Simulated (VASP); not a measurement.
Set up this calculation in VASP 6.6.1, as the native input.

```
Task                   : relaxation of cell and atoms
Functional             : PBEsol
Potentials or basis    : VASP PAW PBE potentials, release 64 (Hf_pv, O)
Cutoff                 : 600 eV
k mesh                 : 4 × 4 × 6
Occupations            : fermi-dirac, width 0.03 eV
Spin                   : no spin polarisation
Dipole correction      : no
Further INCAR settings : ALGO = Normal; EDIFF = 1e-07; IBRION = 2; EDIFFG = -0.01; NSW = 100; ISIF = 3
```

The structure of HfO2 lies in POSCAR:

```
HfO2
1.0
    5.5281999400      0.0000000000      0.0000000000
    0.0000000000      5.5281999400      0.0000000000
    0.0000000000      0.0000000000      3.6486119604
Hf O
2 4
Direct
    0.0000000000      0.0000000000      0.0000000000
    0.5000000000      0.5000000000      0.5000000000
    0.3050000000      0.3050000000      0.0000000000
    0.1950000000      0.8050000000      0.5000000000
    0.8050000000      0.1950000000      0.5000000000
    0.6950000000      0.6950000000      0.0000000000
```

These files were run (other wordings do the same):

INCAR

```
PREC     = Accurate       # precision mode
ENCUT    = 600            # plane-wave cutoff, eV
EDIFF    = 1E-7           # SCF threshold, eV
ISMEAR   = -1             # smearing method
SIGMA    = 0.03           # smearing width, eV
LREAL    = False          # projectors in reciprocal space
LASPH    = True           # aspherical terms in the spheres
NELM     = 100            # most SCF steps
ALGO     = Normal         # electronic algorithm
ISIF     = 3              # what is computed and relaxed
LWAVE    = False          # write WAVECAR
LCHARG   = False          # write CHGCAR
GGA      = PS             # functional
IBRION   = 2              # ionic algorithm
NSW      = 100            # ionic steps
EDIFFG   = -0.01          # ionic threshold
```

KPOINTS

```
Automatic mesh
0
Gamma
  4 4 6
```

Potentials or basis: VASP PAW PBE potentials, release 64 (Hf_pv, O).

The run is started by

```console
$ cat potpaw_PBE.64/Hf_pv/POTCAR potpaw_PBE.64/O/POTCAR > POTCAR
$ mpirun -np 1 vasp_std > vasp.out
```

It gave:

The relaxed volume is 12.34 Å³/atom. The relaxed cell is a = 4.811 Å, b = 4.811 Å, c = 3.198 Å, α = 90.00°, β = 90.00°, γ = 90.00° and the space group after relaxing (to 0.05 Å) is P4_2/mnm (No. 136). The energy gained by relaxing is 1119.1 meV/atom. The ionic steps are 11. The pressure after relaxing is 0.0 GPa. The largest force after relaxing is 0.005 eV/Å. The band gap on the k mesh is 3.89 eV, direct.

Caveat: the volume moved by over 15 % at a fixed basis, so the end points are rough; the PAW data sets were made with another functional, which shifts forces and pressure a little; spin-orbit coupling is left out, which moves the levels of the heavy elements.

It took 14 min on 1 thread of AMD EPYC 7R43 64-Core Processor (Zen 3), on a shared host, peak memory 0.26 GiB.
